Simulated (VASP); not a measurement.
Crystal: I.

```xyz
1
Lattice="0.0000 2.3656 3.9098 2.1922 0.0000 3.9098 2.1922 2.3656 0.0000" Properties=species:S:1:pos:R:3 pbc="T T T"
I     0.0000    0.0000    0.0000
```

```yaml
Program: VASP 6.6.1
Task: relaxation of cell and atoms
Functional: RPBE
Dispersion: D3(BJ)
Potentials_or_basis: VASP PAW PBE potentials, release 64 (I)
Cutoff: 600 eV
k_mesh: 9 × 9 × 9
Occupations: fermi-dirac, width 0.05 eV
Spin: no spin polarisation
```

At the start: pressure -5.6 GPa; volume 40.55 Å³/atom.

How do energy, volume and symmetry change on relaxing?

Over 23 steps the energy falls by 335.6 meV/atom and the volume is 26.10 Å³/atom (-35.6 %); space group Fmmm (No. 69, to 0.1 Å) before and after.

The path:
```csv
step,energy change (eV),largest force (eV/Å),pressure (GPa),volume (Å³)
1,0.0000,0.0000,-5.57,40.55
2,-0.0817,0.0000,4.00,32.78
3,-0.1289,0.0000,-0.94,35.30
4,-0.1653,0.0000,-1.03,33.69
5,-0.2608,0.0000,-1.06,29.88
6,-0.2011,0.0000,9.18,22.55
7,-0.3089,0.0000,-0.49,27.65
8,-0.3161,0.0000,1.20,25.70
9,-0.3188,0.0000,0.40,26.42
10,-0.3187,0.0000,0.56,26.24
11,-0.3182,0.0000,-1.25,26.75
12,-0.3197,0.0000,-0.25,26.46
13,-0.3227,0.0000,-0.44,26.51
14,-0.3323,0.0000,-1.09,26.62
15,-0.3330,0.0000,-1.30,26.65
16,-0.3342,0.0000,-1.00,26.51
17,-0.3353,0.0000,-0.48,26.28
18,-0.3355,0.0000,-0.26,26.19
19,-0.3355,0.0000,-0.23,26.17
20,-0.3355,0.0000,-0.17,26.15
21,-0.3356,0.0000,0.00,26.11
22,-0.3356,0.0000,0.02,26.10
23,-0.3356,0.0000,0.00,26.10
```

Final structure:
```cif
data_structure
_symmetry_space_group_name_H-M 'P 1'
_symmetry_Int_Tables_number 1
_cell_length_a 3.6053
_cell_length_b 3.5694
_cell_length_c 3.0057
_cell_angle_alpha 65.857
_cell_angle_beta 64.612
_cell_angle_gamma 49.530
_cell_volume 26.10
loop_
_atom_site_label
_atom_site_type_symbol
_atom_site_fract_x
_atom_site_fract_y
_atom_site_fract_z
_atom_site_occupancy
I1 I 0.00000 0.00000 0.00000 1
```

Caveat: the volume moved by over 15 % at a fixed basis, so the end points are rough; the dispersion term is far too large for a dense solid, which distorts pressure and volume; the PAW data sets were made with another functional, which shifts forces and pressure a little; an odd number of electrons without spin polarisation forces a metal; a magnetic or distorted state may lie lower.
